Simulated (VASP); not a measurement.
# SrO (P6_3mc) in VASP: a series of runs

SrO is run at these levels: LDA; tasks: single point.

All numbers are computed with VASP 6.6.1; they aren't measurements. Logs are shortened: lines on timing, memory, paths and dates and some standing lists are left out, and cuts for length are marked.

## Step 1: The cell of the first run

Symmetry: P6_3mc, No. 186, hexagonal system. The conventional cell has a = 3.553 Å, b = 3.553 Å, c = 6.217 Å, α = 90.00°, β = 90.00°, γ = 120.00°. Within 3.2 Å of Sr (site symmetry 3m) lie 6 O at 2.40 to 2.77 Å. Within 3.2 Å of O (site symmetry 3m) lie 6 Sr at 2.40 to 2.77 Å and 2 O at 3.11 Å.

## Step 2: Single point, LDA (all O atoms moved +0.312 Å, as atom 3 along Cartesian [0 0 1])

INCAR

```
SYSTEM = SrO
PREC = Accurate
ENCUT = 520
EDIFF = 1E-6
ISMEAR = 0
SIGMA = 0.05
LREAL = .False.
LASPH = .True.
NELM = 60
ALGO = Normal
ISIF = 2
LWAVE = .False.
LCHARG = .True.
LELF = .True.
LVHAR = .True.
NBANDS = 24
```

KPOINTS

```
regular mesh
0
Gamma
  9 9 4
  0 0 0
```

POSCAR

```
SrO
1.0
    3.5532880902      0.0000000000      0.0000000000
   -1.7766440451      3.0772377531      0.0000000000
    0.0000000000      0.0000000000      6.2173039800
Sr O
2 2
Direct
    0.3333333333      0.6666666667      0.2500000000
    0.6666666667      0.3333333333      0.7500000000
    0.0000000000      0.0000000000      0.0502629437
    0.0000000000      0.0000000000      0.5502629437
```

Potentials or basis: VASP PAW LDA potentials, release 64 (Sr_sv, O).

Launch:

```console
cat potpaw_LDA.64/Sr_sv/POTCAR potpaw_LDA.64/O/POTCAR > POTCAR
mpirun -np 1 vasp_std > vasp.out
```

OUTCAR:

```text
SYSTEM = SrO
   PREC = Accurate
   ENCUT = 520
   EDIFF = 1E-6
   ISMEAR = 0
   LREAL = .False.
   LASPH = .True.
   NELM = 60
   ISIF = 2

 ion  position               nearest neighbor table
   1  0.333  0.667  0.250-   3 2.40   3 2.40   3 2.40   4 2.77   4 2.77   4 2.77   2 3.72   2 3.72
                             2 3.72   2 3.72   2 3.72   2 3.72
   2  0.667  0.333  0.750-   4 2.40   4 2.40   4 2.40   3 2.77   3 2.77   3 2.77   1 3.72   1 3.72
                             1 3.72   1 3.72   1 3.72   1 3.72
   3  0.000  0.000  0.050-   1 2.40   1 2.40   1 2.40   2 2.77   2 2.77   2 2.77
   4  0.000  0.000  0.550-   2 2.40   2 2.40   2 2.40   1 2.77   1 2.77   1 2.77

  LATTYP: Found a hexagonal cell.
 ALAT       =     3.5532880902
 C/A-ratio  =     1.7497325919

  Lattice vectors:

 A1 = (   3.5532880902,   0.0000000000,   0.0000000000)
 A2 = (  -1.7766440451,   3.0772377531,   0.0000000000)
 A3 = (   0.0000000000,   0.0000000000,   6.2173039800)

Analysis of symmetry for initial positions (statically):
=====================================================================
 Subroutine PRICEL returns:
 Original cell was already a primitive cell.

 Routine SETGRP: Setting up the symmetry group for a
 hexagonal supercell.

 Subroutine GETGRP returns: Found 12 space group operations
 (whereof  6 operations were pure point group operations)
 out of a pool of 24 trial point group operations.

The static configuration has the point symmetry C_3v.
 The point group associated with its full space group is C_6v.

Analysis of symmetry for dynamics (positions and initial velocities):
=====================================================================
 Subroutine PRICEL returns:
 Original cell was already a primitive cell.

 Routine SETGRP: Setting up the symmetry group for a
 hexagonal supercell.

 Subroutine GETGRP returns: Found 12 space group operations
 (whereof  6 operations were pure point group operations)
 out of a pool of 24 trial point group operations.

The dynamic configuration has the point symmetry C_3v.
 The point group associated with its full space group is C_6v.

 Subroutine INISYM returns: Found 12 space group operations
 (whereof  6 operations are pure point group operations),
 and found     1 'primitive' translations

----------------------------------------------------------------------------------------

                                     Primitive cell

  volume of cell :      67.9819

  direct lattice vectors                    reciprocal lattice vectors
     3.553288090  0.000000000  0.000000000     0.281429475  0.162483383  0.000000000
    -1.776644045  3.077237753  0.000000000     0.000000000  0.324966766  0.000000000
     0.000000000  0.000000000  6.217303980     0.000000000  0.000000000  0.160841420

  length of vectors
     3.553288090  3.553288090  6.217303980     0.324966766  0.324966766  0.160841420

  position of ions in fractional coordinates (direct lattice)
     0.333333333  0.666666667  0.250000000
     0.666666667  0.333333333  0.750000000
     0.000000000  0.000000000  0.050262944
     0.000000000  0.000000000  0.550262944

  ion indices of the primitive-cell ions
   primitive index   ion index
                 1           1
                 2           2
                 3           3
                 4           4

----------------------------------------------------------------------------------------

 KPOINTS: regular mesh

Automatic generation of k-mesh.
 Grid dimensions read from file:
 generate k-points for:    9    9    4

 Generating k-lattice:

  Cartesian coordinates                     Fractional coordinates (reciprocal lattice)
     0.031269942  0.018053709  0.000000000     0.111111111 -0.000000000  0.000000000
     0.000000000  0.036107418  0.000000000     0.000000000  0.111111111  0.000000000
     0.000000000  0.000000000  0.040210355     0.000000000  0.000000000  0.250000000

  Length of vectors
     0.036107418  0.036107418  0.040210355

  Shift w.r.t. Gamma in fractional coordinates (k-lattice)
     0.000000000  0.000000000  0.000000000

 Subroutine IBZKPT returns following result:
 ===========================================

 Found     36 irreducible k-points:

 Following reciprocal coordinates:
            Coordinates               Weight
  0.000000  0.000000  0.000000      1.000000
  0.111111  0.000000  0.000000      6.000000
  0.222222  0.000000  0.000000      6.000000
  0.333333  0.000000  0.000000      6.000000
  0.444444  0.000000  0.000000      6.000000
  0.111111  0.111111  0.000000      6.000000
[... 16 lines left out ...]
  0.333333  0.222222  0.250000     24.000000
  0.333333  0.333333  0.250000      4.000000
 [... further k-points ...]
   k-points           NKPTS =     36   k-points in BZ     NKDIM =     36   number of bands    NBANDS=     24
   number of dos      NEDOS =    301   number of ions     NIONS =      4
   total plane-waves  NPLWV =  37632
   dimension x,y,z NGX =    28 NGY =   28 NGZ =   48
   dimension x,y,z NGXF=    56 NGYF=   56 NGZF=   96
   ions per type =               2   2
   NGX,Y,Z   is equivalent  to a cutoff of  13.10, 13.10, 12.83 a.u.
   NGXF,Y,Z  is equivalent  to a cutoff of  26.20, 26.20, 25.67 a.u.
 SYSTEM =  SrO
   PREC   = accura    normal or accurate (medium, high low for compatibility)
   ISTART =      0    job   : 0-new  1-cont  2-samecut
   ICHARG =      2    charge: 1-file 2-atom 10-const
   ISPIN  =      1    spin polarized calculation?
   LNONCOLLINEAR =      F non collinear calculations
   LSORBIT =      F    spin-orbit coupling
   LASPH  =      T    aspherical Exc in radial PAW
   ENCUT  =  520.0 eV  38.22 Ry    6.18 a.u.   6.61  6.61 11.56*2*pi/ulx,y,z
   NELM   =     60;   NELMIN=  2; NELMDL= -5     # of ELM steps
   EDIFF  = 0.1E-05   stopping-criterion for ELM
   LREAL  =      F    real-space projection
[... 7 lines left out ...]
   TEBEG  =    0.0;   TEEND  =   0.0 temperature during run
   PSTRESS=    0.0 pullay stress
   NELECT =      32.0000    total number of electrons
   NUPDOWN=      -1.0000    fix difference up-down
   EMIN   =  10.00;   EMAX   =-10.00  energy-range for DOS
   EFERMI =   0.00;   METHOD = LEGACY
   ISMEAR =     0;   SIGMA  =   0.05  broadening in eV -4-tet -1-fermi 0-gaus
   EFERMI_NEDOS =   21; number of points for ismear=-14 and -15
   IALGO  =     38    algorithm
   IMIX   =      4    mixing-type and parameters
     AMIX     =   0.40;   BMIX     =  1.00
     AMIX_MAG =   1.60;   BMIX_MAG =  1.00
  volume/ion in A,a.u.               =      17.00       114.69
  Fermi-wavevector in a.u.,A,eV,Ry     =   1.273484  2.406537 22.065419  1.621763
  Thomas-Fermi vector in A             =   2.406305
   LORBIT       =      0    0 simple, 1 ext, 2 COOP (PROOUT), +10 PAW based schemes
   GGA     = CA    functional components
   LHFCALC =     F    Hartree Fock is set to
   AEXX    =    0.0000 exact exchange contribution
   IVDW    =     0    specifies the selected vdW correction
   LEPSILON=     F    determine dielectric tensor
   LRPA    =     F    only Hartree local field effects (RPA)
 non-spin polarized calculation
 Gauss-broadening in eV      SIGMA  =   0.05
  energy-cutoff  :      520.00
  volume of cell :       67.98
 maximum number of plane-waves:      1853
 NGX is ok and might be reduce to    28
   NGX = 13   NGY = 13   NGZ = 23

 number of electron      32.0000010 magnetization

 Free energy of the ion-electron system (eV)
  ---------------------------------------------------
  ext. energy  EPLUGINS =         0.00000000
  ---------------------------------------------------
  free energy    TOTEN  =       -26.20656513 eV

  energy without entropy =      -26.20656513  energy(sigma->0) =      -26.20656513

 E-fermi :   1.7489     XC(G=0): -10.4942

 val. band max:        1.5183695083   @ k =   0.1111   0.1111   0.0000
 cond. band min:       4.7235618852   @ k =   0.0000   0.0000   0.0000
 fundamental gap:      3.2051923769
 Fermi energy:         1.7489088962

 k-point     1 :       0.0000    0.0000    0.0000
  band No.  band energies     occupation
      1     -30.7185      2.00000
      2     -30.6055      2.00000
      3     -15.0117      2.00000
      4     -13.6820      2.00000
      5     -12.4834      2.00000
      6     -12.4834      2.00000
[... 16 lines left out ...]
     23       9.1404      0.00000
     24      10.3344      0.00000

 k-point     2 :       0.1111    0.0000    0.0000
  band No.  band energies     occupation
      1     -30.7009      2.00000
      2     -30.5943      2.00000
      3     -14.9311      2.00000
      4     -13.9135      2.00000
      5     -12.6316      2.00000
      6     -12.5309      2.00000
[... 16 lines left out ...]
     23       9.4302      0.00000
     24       9.8554      0.00000

 k-point     3 :       0.2222    0.0000    0.0000
  band No.  band energies     occupation
      1     -30.6551      2.00000
      2     -30.5666      2.00000
      3     -14.7108      2.00000
      4     -14.3820      2.00000
      5     -12.9358      2.00000
      6     -12.6309      2.00000
[... 16 lines left out ...]
     23      10.1364      0.00000
     24      10.1532      0.00000

 k-point     4 :       0.3333    0.0000    0.0000
  band No.  band energies     occupation
      1     -30.5997      2.00000
      2     -30.5374      2.00000
      3     -14.8109      2.00000
      4     -14.4369      2.00000
      5     -13.1666      2.00000
      6     -12.7323      2.00000
[... 16 lines left out ...]
     23      10.5822      0.00000
     24      11.0634      0.00000

 k-point     5 :       0.4444    0.0000    0.0000
  band No.  band energies     occupation
      1     -30.5591      2.00000
      2     -30.5223      2.00000
      3     -15.0570      2.00000
      4     -14.2752      2.00000
      5     -13.1012      2.00000
      6     -12.8145      2.00000
[... 16 lines left out ...]
     23      10.8108      0.00000
     24      11.7444      0.00000

 k-point     6 :       0.1111    0.1111    0.0000
  band No.  band energies     occupation
      1     -30.6692      2.00000
      2     -30.5749      2.00000
      3     -14.7798      2.00000
      4     -14.2475      2.00000
      5     -12.8586      2.00000
      6     -12.5717      2.00000
[... 16 lines left out ...]
     23       9.4821      0.00000
     24      10.1874      0.00000
[... 379 lines left out ...]
 k-point    21 :       0.4444    0.1111    0.2500
  band No.  band energies     occupation
      1     -30.5432      2.00000
      2     -30.5233      2.00000
      3     -14.9994      2.00000
      4     -14.4202      2.00000
      5     -12.9784      2.00000
      6     -12.8640      2.00000
[... 16 lines left out ...]
     23      10.9310      0.00000
     24      11.4649      0.00000

 k-point    22 :       0.2222    0.2222    0.2500
  band No.  band energies     occupation
      1     -30.5670      2.00000
      2     -30.5328      2.00000
      3     -14.8457      2.00000
      4     -14.4251      2.00000
      5     -13.0445      2.00000
      6     -12.9272      2.00000
[... 16 lines left out ...]
     23      10.9589      0.00000
     24      11.2190      0.00000

 k-point    23 :       0.3333    0.2222    0.2500
  band No.  band energies     occupation
      1     -30.5367      2.00000
      2     -30.5202      2.00000
      3     -14.9621      2.00000
      4     -14.3408      2.00000
      5     -13.1339      2.00000
      6     -13.0721      2.00000
[... 16 lines left out ...]
     23      11.1772      0.00000
     24      11.7010      0.00000

 k-point    24 :       0.3333    0.3333    0.2500
  band No.  band energies     occupation
      1     -30.5210      2.00000
      2     -30.5210      2.00000
      3     -14.9727      2.00000
      4     -14.2739      2.00000
      5     -13.2275      2.00000
      6     -13.2275      2.00000
[... 16 lines left out ...]
     23      11.6300      0.00000
     24      11.6300      0.00000

 [... further k-points ...]
[... 5 lines left out ...]
  --------------------------------------------------------------------------------------
  -------------------------------------------------------------------------------------
  Total       -0.6418946     -0.6418946     -1.0279805      0.0000000      0.0000000      0.0000000
  in kB      -15.1279737    -15.1279737    -24.2271263      0.0000000      0.0000000      0.0000000
  external PRESSURE =     -18.1610246 kB  Pullay stress =       0.0000000 kB

 VOLUME and BASIS-vectors are now :
 -----------------------------------------------------------------------------
  energy-cutoff  :      520.00
  volume of cell :       67.98
      direct lattice vectors                 reciprocal lattice vectors
     3.553288090  0.000000000  0.000000000     0.281429475  0.162483383  0.000000000
    -1.776644045  3.077237753  0.000000000     0.000000000  0.324966766  0.000000000
     0.000000000  0.000000000  6.217303980     0.000000000  0.000000000  0.160841420

 POSITION                                       TOTAL-FORCE (eV/Angst)
 -----------------------------------------------------------------------------------
     -0.00000      2.05149      1.55433        -0.000000     -0.000000      0.717893
      1.77664      1.02575      4.66298         0.000000      0.000000      0.717893
      0.00000      0.00000      0.31250         0.000000     -0.000000     -0.717893
      0.00000      0.00000      3.42115         0.000000      0.000000     -0.717893
 -----------------------------------------------------------------------------------
    total drift:                               -0.000000      0.000000      0.000931

  FREE ENERGIE OF THE ION-ELECTRON SYSTEM (eV)
  ---------------------------------------------------
  free  energy   TOTEN  =       -26.2065651334 eV

  energy  without entropy=      -26.2065651334  energy(sigma->0) =      -26.20656513
```

Run time: 30 s. Hardware: 1 thread of Intel Xeon 6975P-C (Granite Rapids), shared host; peak memory 0.18 GiB.

What came out:

```
Free energy            : -26.2066 eV
Pressure               : -1.8 GPa
Largest force          : 0.718 eV/Å
Band gap on the k mesh : 3.21 eV, indirect (least direct gap 3.27 eV)
```

Forces in eV/Å, atoms in the order of the input:
```
Sr   0.000  0.000  0.718
Sr   0.000  0.000  0.718
O    0.000  0.000 -0.718
O    0.000  0.000 -0.718
```

Caveat: the cell differs from its parent crystal (all O atoms moved +0.312 Å, as atom 3 along Cartesian [0 0 1]). A k mesh can miss the band edges.

(Part 1 of 2 ends here.)
